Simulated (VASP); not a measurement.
# BN (Qingsongite) (F-43m) in VASP: a series of runs

BN (Qingsongite) is run at these levels: PBE; tasks: relaxation of the atoms, single point.

Everything below comes from runs of VASP 6.6.1. Logs are shortened: lines on timing, memory, paths and dates and some standing lists are left out, and cuts for length are marked.

**1. The cell of the first run**

Symmetry: F-43m, No. 216, cubic system. The conventional cell has a = 3.663 Å, b = 3.663 Å, c = 3.663 Å, α = 90.00°, β = 90.00°, γ = 90.00°. Within 2.1 Å of B (site symmetry -43m) lie 4 N at 1.59 Å. Within 2.1 Å of N (site symmetry -43m) lie 4 B at 1.59 Å.

**2. Relaxation of the atoms, PBE (volume scaled by 1.04)**

Contents of INCAR:

```
  PREC = Accurate
  ENCUT = 520
  EDIFF = 1E-6
  ISMEAR = -1
  SIGMA = 0.02
  LREAL = False
  LASPH = True
  NELM = 100
  ALGO = Normal
  ISIF = 2
  LWAVE = False
  LCHARG = False
  GGA = PE
  IBRION = 2
  NSW = 80
  EDIFFG = -0.02
```

Contents of KPOINTS:

```
Automatic mesh
0
Gamma
  14 14 14
```

Contents of POSCAR:

```
BN
1.0
    0.0000000000      1.8312856224      1.8312856224
    1.8312856224      0.0000000000      1.8312856224
    1.8312856224      1.8312856224      0.0000000000
B N
1 1
Direct
    0.0000000000      0.0000000000      0.0000000000
    0.2500000000      0.2500000000      0.2500000000
```

Potentials or basis: VASP PAW PBE potentials, release 64 (B, N).

On the command line:

```sh
$ cat potpaw_PBE.64/B/POTCAR potpaw_PBE.64/N/POTCAR > POTCAR
$ mpirun -np 1 vasp_std > vasp.out
```

OUTCAR:

```text
PREC = Accurate
   ENCUT = 520
   EDIFF = 1E-6
   ISMEAR = -1
   LREAL = False
   LASPH = True
   NELM = 100
   ISIF = 2
   GGA = PE
   IBRION = 2
   NSW = 80
   EDIFFG = -0.02

 ion  position               nearest neighbor table
   1  0.000  0.000  0.000-   2 1.59   2 1.59   2 1.59   2 1.59
   2  0.250  0.250  0.250-   1 1.59   1 1.59   1 1.59   1 1.59

  LATTYP: Found a face centered cubic cell.
 ALAT       =     3.6625712448

  Lattice vectors:

 A1 = (   0.0000000000,   1.8312856224,   1.8312856224)
 A2 = (   1.8312856224,   0.0000000000,   1.8312856224)
 A3 = (   1.8312856224,   1.8312856224,   0.0000000000)

Analysis of symmetry for initial positions (statically):
=====================================================================
 Subroutine PRICEL returns:
 Original cell was already a primitive cell.

 Routine SETGRP: Setting up the symmetry group for a
 face centered cubic supercell.

 Subroutine GETGRP returns: Found 24 space group operations
 (whereof 24 operations were pure point group operations)
 out of a pool of 48 trial point group operations.

The static configuration has the point symmetry T_d .

Analysis of symmetry for dynamics (positions and initial velocities):
=====================================================================
 Subroutine PRICEL returns:
 Original cell was already a primitive cell.

 Routine SETGRP: Setting up the symmetry group for a
 face centered cubic supercell.

 Subroutine GETGRP returns: Found 24 space group operations
 (whereof 24 operations were pure point group operations)
 out of a pool of 48 trial point group operations.

The dynamic configuration has the point symmetry T_d .

 Subroutine INISYM returns: Found 24 space group operations
 (whereof 24 operations are pure point group operations),
 and found     1 'primitive' translations

----------------------------------------------------------------------------------------

                                     Primitive cell

  volume of cell :      12.2828

  direct lattice vectors                    reciprocal lattice vectors
     0.000000000  1.831285622  1.831285622    -0.273032232  0.273032232  0.273032232
     1.831285622  0.000000000  1.831285622     0.273032232 -0.273032232  0.273032232
     1.831285622  1.831285622  0.000000000     0.273032232  0.273032232 -0.273032232

  length of vectors
     2.589828964  2.589828964  2.589828964     0.472905697  0.472905697  0.472905697

  position of ions in fractional coordinates (direct lattice)
     0.000000000  0.000000000  0.000000000
     0.250000000  0.250000000  0.250000000

  ion indices of the primitive-cell ions
   primitive index   ion index
                 1           1
                 2           2

----------------------------------------------------------------------------------------

 KPOINTS: Automatic mesh

Automatic generation of k-mesh.
 Grid dimensions read from file:
 generate k-points for:   14   14   14

 Generating k-lattice:

  Cartesian coordinates                     Fractional coordinates (reciprocal lattice)
    -0.019502302  0.019502302  0.019502302     0.071428571  0.000000000  0.000000000
     0.019502302 -0.019502302  0.019502302     0.000000000  0.071428571  0.000000000
     0.019502302  0.019502302 -0.019502302     0.000000000  0.000000000  0.071428571

  Length of vectors
     0.033778978  0.033778978  0.033778978

  Shift w.r.t. Gamma in fractional coordinates (k-lattice)
     0.000000000  0.000000000  0.000000000

 Subroutine IBZKPT returns following result:
 ===========================================

 Found    104 irreducible k-points:

 Following reciprocal coordinates:
            Coordinates               Weight
  0.000000  0.000000  0.000000      1.000000
  0.071429  0.000000  0.000000      8.000000
  0.142857  0.000000  0.000000      8.000000
  0.214286  0.000000  0.000000      8.000000
  0.285714  0.000000  0.000000      8.000000
  0.357143  0.000000  0.000000      8.000000
[... 16 lines left out ...]
  0.214286  0.142857  0.000000     24.000000
  0.285714  0.142857  0.000000     24.000000
 [... further k-points ...]
   k-points           NKPTS =    104   k-points in BZ     NKDIM =    104   number of bands    NBANDS=      8
   number of dos      NEDOS =    301   number of ions     NIONS =      2
   total plane-waves  NPLWV =   8000
   dimension x,y,z NGX =    20 NGY =   20 NGZ =   20
   dimension x,y,z NGXF=    40 NGYF=   40 NGZF=   40
   ions per type =               1   1
   NGX,Y,Z   is equivalent  to a cutoff of  12.84, 12.84, 12.84 a.u.
   NGXF,Y,Z  is equivalent  to a cutoff of  25.68, 25.68, 25.68 a.u.
 SYSTEM =  unknown system
   PREC   = accura    normal or accurate (medium, high low for compatibility)
   ISTART =      0    job   : 0-new  1-cont  2-samecut
   ICHARG =      2    charge: 1-file 2-atom 10-const
   ISPIN  =      1    spin polarized calculation?
   LNONCOLLINEAR =      F non collinear calculations
   LSORBIT =      F    spin-orbit coupling
   LASPH  =      T    aspherical Exc in radial PAW
   ENCUT  =  520.0 eV  38.22 Ry    6.18 a.u.   4.82  4.82  4.82*2*pi/ulx,y,z
   NELM   =    100;   NELMIN=  2; NELMDL= -5     # of ELM steps
   EDIFF  = 0.1E-05   stopping-criterion for ELM
   LREAL  =      F    real-space projection
   EDIFFG = -.2E-01   stopping-criterion for IOM
   NSW    =     80    number of steps for IOM
   IBRION =      2    ionic relax: 0-MD 1-quasi-New 2-CG
   NFREE  =      1    steps in history (QN), initial steepest desc. (CG)
   ISIF   =      2    stress and relaxation
   ISYM   =      2    0-nonsym 1-usesym 2-fastsym
   POTIM  = 0.5000    time-step for ionic-motion
   TEBEG  =    0.0;   TEEND  =   0.0 temperature during run
   PSTRESS=    0.0 pullay stress
   NELECT =       8.0000    total number of electrons
   NUPDOWN=      -1.0000    fix difference up-down
   EMIN   =  10.00;   EMAX   =-10.00  energy-range for DOS
   EFERMI =   0.00;   METHOD = LEGACY
   ISMEAR =    -1;   SIGMA  =   0.02  broadening in eV -4-tet -1-fermi 0-gaus
   EFERMI_NEDOS =   21; number of points for ismear=-14 and -15
   IALGO  =     38    algorithm
   IMIX   =      4    mixing-type and parameters
     AMIX     =   0.40;   BMIX     =  1.00
     AMIX_MAG =   1.60;   BMIX_MAG =  1.00
  volume/ion in A,a.u.               =       6.14        41.44
  Fermi-wavevector in a.u.,A,eV,Ry     =   1.419075  2.681663 27.399064  2.013774
  Thomas-Fermi vector in A             =   2.540134
   LORBIT       =      0    0 simple, 1 ext, 2 COOP (PROOUT), +10 PAW based schemes
   GGA     = PE    functional components
   LHFCALC =     F    Hartree Fock is set to
   AEXX    =    0.0000 exact exchange contribution
   IVDW    =     0    specifies the selected vdW correction
   LEPSILON=     F    determine dielectric tensor
   LRPA    =     F    only Hartree local field effects (RPA)
 conjugate gradient relaxation of ions
 non-spin polarized calculation
  energy-cutoff  :      520.00
  volume of cell :       12.28
 maximum number of plane-waves:       342
   NGX =  9   NGY =  9   NGZ =  9

 number of electron       8.0000001 magnetization

 Free energy of the ion-electron system (eV)
  ---------------------------------------------------
  ext. energy  EPLUGINS =         0.00000000
  ---------------------------------------------------
  free energy    TOTEN  =       -17.43886921 eV

  energy without entropy =      -17.43886921  energy(sigma->0) =      -17.43886921

 E-fermi :   7.3304     XC(G=0): -12.6294

 val. band max:        6.9275439472   @ k =   0.0000   0.0000   0.0000
 cond. band min:      11.3441852570   @ k =   0.5000   0.5000   0.0000
 fundamental gap:      4.4166413098
 Fermi energy:         7.3304141852

 k-point     1 :       0.0000    0.0000    0.0000
  band No.  band energies     occupation
      1     -12.8640      2.00000
      2       6.9275      2.00000
      3       6.9275      2.00000
      4       6.9275      2.00000
      5      15.5609      0.00000
      6      15.5609      0.00000
      7      15.5609      0.00000
      8      16.6463      0.00000

 k-point     2 :       0.0714    0.0000    0.0000
  band No.  band energies     occupation
      1     -12.7437      2.00000
      2       6.2592      2.00000
      3       6.7986      2.00000
      4       6.7986      2.00000
      5      15.6760      0.00000
      6      15.7568      0.00000
      7      15.7568      0.00000
      8      17.0968      0.00000

 k-point     3 :       0.1429    0.0000    0.0000
  band No.  band energies     occupation
      1     -12.3860      2.00000
      2       4.6409      2.00000
      3       6.4677      2.00000
      4       6.4677      2.00000
      5      15.8633      0.00000
      6      16.2456      0.00000
      7      16.2456      0.00000
      8      18.2039      0.00000

 k-point     4 :       0.2143    0.0000    0.0000
  band No.  band energies     occupation
      1     -11.8031      2.00000
      2       2.6368      2.00000
      3       6.0513      2.00000
      4       6.0513      2.00000
      5      16.0629      0.00000
      6      16.7988      0.00000
      7      16.7988      0.00000
      8      19.4347      0.00000

 k-point     5 :       0.2857    0.0000    0.0000
  band No.  band energies     occupation
      1     -11.0230      2.00000
      2       0.5819      2.00000
      3       5.6508      2.00000
      4       5.6508      2.00000
      5      16.2596      0.00000
      6      17.2013      0.00000
      7      17.2013      0.00000
      8      20.4715      0.00000
[... 177 lines left out ...]
 k-point    22 :       0.1429    0.1429    0.0000
  band No.  band energies     occupation
      1     -12.2276      2.00000
      2       5.3463      2.00000
      3       5.6077      2.00000
      4       5.6077      2.00000
      5      14.7252      0.00000
      6      17.4018      0.00000
      7      17.4018      0.00000
      8      18.0463      0.00000

 k-point    23 :       0.2143    0.1429    0.0000
  band No.  band energies     occupation
      1     -11.7996      2.00000
      2       3.8702      2.00000
      3       5.0993      2.00000
      4       5.4591      2.00000
      5      14.6580      0.00000
      6      17.8531      0.00000
      7      18.1663      0.00000
      8      18.7422      0.00000

 k-point    24 :       0.2857    0.1429    0.0000
  band No.  band energies     occupation
      1     -11.1583      2.00000
      2       2.0212      2.00000
      3       4.6791      2.00000
      4       5.1197      2.00000
      5      14.9647      0.00000
      6      18.1478      0.00000
      7      18.7557      0.00000
      8      19.3564      0.00000

 [... further k-points ...]
[... 5 lines left out ...]
  --------------------------------------------------------------------------------------
  -------------------------------------------------------------------------------------
  Total       -0.8268957     -0.8268957     -0.8268957      0.0000000     -0.0000000     -0.0000000
  in kB     -107.8606580   -107.8606580   -107.8606580      0.0000000     -0.0000000     -0.0000000
  external PRESSURE =    -107.8606580 kB  Pullay stress =       0.0000000 kB

 VOLUME and BASIS-vectors are now :
 -----------------------------------------------------------------------------
  energy-cutoff  :      520.00
  volume of cell :       12.28
      direct lattice vectors                 reciprocal lattice vectors
     0.000000000  1.831285622  1.831285622    -0.273032232  0.273032232  0.273032232
     1.831285622  0.000000000  1.831285622     0.273032232 -0.273032232  0.273032232
     1.831285622  1.831285622  0.000000000     0.273032232  0.273032232 -0.273032232

 POSITION                                       TOTAL-FORCE (eV/Angst)
 -----------------------------------------------------------------------------------
      0.00000      0.00000      0.00000         0.000000      0.000000      0.000000
      0.91564      0.91564      0.91564        -0.000000     -0.000000     -0.000000
 -----------------------------------------------------------------------------------
    total drift:                                0.000000      0.000000      0.000000

  FREE ENERGIE OF THE ION-ELECTRON SYSTEM (eV)
  ---------------------------------------------------
  free  energy   TOTEN  =       -17.4388692105 eV

  energy  without entropy=      -17.4388692105  energy(sigma->0) =      -17.43886921

 reached required accuracy - stopping structural energy minimisation
```

Wall time 5.9 s (1 thread of Intel Xeon Platinum 8488C (Sapphire Rapids), shared host); peak memory 0.12 GiB.

What came out:

* Free energy: -17.4389 eV
* Pressure after relaxing: -10.8 GPa
* Band gap on the k mesh: 4.42 eV, indirect (least direct gap 8.63 eV)

Final structure:
```yaml
crystal:
  lattice:
    - [0.00000, 1.83129, 1.83129]
    - [1.83129, 0.00000, 1.83129]
    - [1.83129, 1.83129, 0.00000]
  atoms:
    - { symbol: B, position: [0.00000, 0.00000, 0.00000] }
    - { symbol: N, position: [0.25000, 0.25000, 0.25000] }
```

Caveat: the relaxation stopped at its first step, so nothing moved. A k mesh can miss the band edges.

**3. Relaxation of the atoms, PBE (volume scaled by 1.06)**

Contents of INCAR:

```
PREC     = Accurate       # precision mode
ENCUT    = 520            # plane-wave cutoff, eV
EDIFF    = 1E-6           # SCF threshold, eV
ISMEAR   = -1             # smearing method
SIGMA    = 0.02           # smearing width, eV
LREAL    = F              # projectors in reciprocal space
LASPH    = T              # aspherical terms in the spheres
NELM     = 100            # most SCF steps
ALGO     = Normal         # electronic algorithm
ISIF     = 2              # what is computed and relaxed
LWAVE    = F              # write WAVECAR
LCHARG   = F              # write CHGCAR
GGA      = PE             # functional
IBRION   = 2              # ionic algorithm
NSW      = 80             # ionic steps
EDIFFG   = -0.02          # ionic threshold
```

Contents of KPOINTS:

```
regular mesh
0
Gamma
  14 14 14
```

Contents of POSCAR:

```
BN
1.0
    0.0000000000      1.8429501765      1.8429501765
    1.8429501765      0.0000000000      1.8429501765
    1.8429501765      1.8429501765      0.0000000000
B N
1 1
Direct
    0.0000000000      0.0000000000      0.0000000000
    0.2500000000      0.2500000000      0.2500000000
```

Potentials or basis: VASP PAW PBE potentials, release 64 (B, N).

On the command line:

```sh
$ cat potpaw_PBE.64/B/POTCAR potpaw_PBE.64/N/POTCAR > POTCAR
$ mpirun -np 1 vasp_std > vasp.out
```

Run time: 5.9 s. Hardware: 1 thread of Intel Xeon Platinum 8488C (Sapphire Rapids), shared host; peak memory 0.12 GiB.

It converged, with:

```yaml
Free_energy: -17.4188 eV
Pressure_after_relaxing: -16.9 GPa
Band_gap_on_the_k_mesh: 4.40 eV, indirect (least direct gap 8.54 eV)
```

Final structure:
```
B N
1.0
     0.00000    1.84295    1.84295
     1.84295    0.00000    1.84295
     1.84295    1.84295    0.00000
B N
1 1
Direct
  0.00000 0.00000 0.00000
  0.25000 0.25000 0.25000
```

Levels at points of the mesh, in eV from the valence-band top:
| k point | band 1 | band 2 | band 3 | band 4 | band 5 | band 6 | band 7 | band 8 |
| --- | --- | --- | --- | --- | --- | --- | --- | --- |
| (0.00, 0.00, 0.00) | -19.58 | 0.00 | 0.00 | 0.00 | 8.54 | 8.54 | 8.54 | 9.42 |
| (0.50, 0.00, 0.00) | -15.64 | -10.17 | -1.83 | -1.83 | 9.40 | 10.38 | 10.38 | 14.66 |
| (0.50, 0.50, 0.00) | -14.35 | -8.55 | -4.62 | -4.62 | 4.40 | 8.90 | 17.04 | 17.04 |

Caveat: the relaxation stopped at its first step, so nothing moved.

**4. Single point, PBE (volume scaled by 0.94, then relaxed in part)**

Contents of INCAR:

```
PREC     = Accurate       # precision mode
ENCUT    = 520            # plane-wave cutoff, eV
EDIFF    = 1E-7           # SCF threshold, eV
ISMEAR   = -1             # smearing method
SIGMA    = 0.02           # smearing width, eV
LREAL    = False          # projectors in reciprocal space
LASPH    = True           # aspherical terms in the spheres
NELM     = 80             # most SCF steps
ALGO     = Normal         # electronic algorithm
ISIF     = 2              # what is computed and relaxed
LWAVE    = False          # write WAVECAR
LCHARG   = False          # write CHGCAR
GGA      = PE             # functional
NBANDS   = 11             # bands
```

Contents of KPOINTS:

```
Automatic mesh
0
Gamma
  14 14 14
```

Contents of POSCAR:

```
BN
1.0
    0.0000000000      1.7706018915      1.7706018915
    1.7706018915      0.0000000000      1.7706018915
    1.7706018915      1.7706018915      0.0000000000
B N
1 1
Direct
    0.0000000000      0.0000000000      0.0000000000
    0.2500000000      0.2500000000      0.2500000000
```

On the command line:

```sh
$ cat potpaw_PBE.64/B/POTCAR potpaw_PBE.64/N/POTCAR > POTCAR
$ mpirun -np 1 vasp_std > vasp.out
```

Run time: 7.5 s. Hardware: 1 thread of Intel Xeon Platinum 8488C (Sapphire Rapids), shared host; peak memory 0.12 GiB.

Results (log left out):

```
Free energy            : -17.3777 eV
Pressure               : 30.0 GPa
Band gap on the k mesh : 4.52 eV, indirect (least direct gap 9.12 eV)
```

Levels at points of the mesh, in eV from the valence-band top:
| k point | band 1 | band 2 | band 3 | band 4 | band 5 | band 6 | band 7 | band 8 |
| --- | --- | --- | --- | --- | --- | --- | --- | --- |
| (0.00, 0.00, 0.00) | -20.95 | 0.00 | 0.00 | 0.00 | 9.12 | 9.12 | 9.12 | 11.37 |
| (0.50, 0.00, 0.00) | -16.43 | -11.27 | -2.06 | -2.06 | 10.97 | 11.05 | 11.05 | 15.89 |
| (0.50, 0.50, 0.00) | -14.98 | -9.33 | -5.22 | -5.22 | 4.52 | 9.58 | 18.89 | 18.89 |

**5. Summary**

```tsv
task	cell	gap on the mesh (eV)	pressure (GPa)
relaxation of the atoms	atoms relaxed from a = 2.590 Å, angles 60.0°, 2 atoms	4.42	-10.8
relaxation of the atoms	atoms relaxed from a = 2.606 Å, angles 60.0°, 2 atoms	4.40	-16.9
single point	a = 2.504 Å, angles 60.0°, 2 atoms	4.52	30.0
```

Alike in all rows: level PBE; potentials or basis VASP PAW PBE potentials, release 64 (B, N); no spin polarisation; k mesh 14 × 14 × 14; cutoff (eV) 520; smearing fermi-dirac 0.02 eV.

Caveats: the relaxation stopped at its first step, so nothing moved (some runs).

Total energies depend on the potentials used, so only differences within one code and one set of settings carry meaning.
